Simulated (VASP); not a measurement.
Si, 1 atom in the cell. The structure is cubic, space group Fm-3m (No. 225). Conventional cell: a = 3.340 Å, b = 3.340 Å, c = 3.340 Å, α = 90.00°, β = 90.00°, γ = 90.00°. Within 3.1 Å of Si (site symmetry m-3m) lie 12 Si at 2.36 Å. This isn't the form of Si at room conditions, which is diamond.

- Program: VASP 6.6.1
- Task: single point
- Functional: PBE
- Dispersion: D3(BJ)
- Potentials or basis: VASP PAW PBE potentials, release 64 (Si)
- Cutoff: 500 eV
- k mesh: 14 × 14 × 14
- Occupations: methfessel-paxton, width 0.025 eV
- Spin: no spin polarisation
- Dipole correction: no
- Further INCAR settings: ALGO = Normal; EDIFF = 1e-06; NBANDS = 8

Potentials or basis: VASP PAW PBE potentials, release 64 (Si).

Launch:

```console
$ cat potpaw_PBE.64/Si/POTCAR > POTCAR
$ mpirun -np 1 vasp_std > vasp.out
```

Hardware: 1 thread of Intel(R) Xeon(R) 6975P-C (Granite Rapids), with other jobs on the host.

Task: How long does it take, and how much memory?

Result: Run time: 3.1 s on 1 thread of Intel(R) Xeon(R) 6975P-C (Granite Rapids) (shared host), peak memory 0.13 GiB. Counts: scf iterations 10, k points 104.
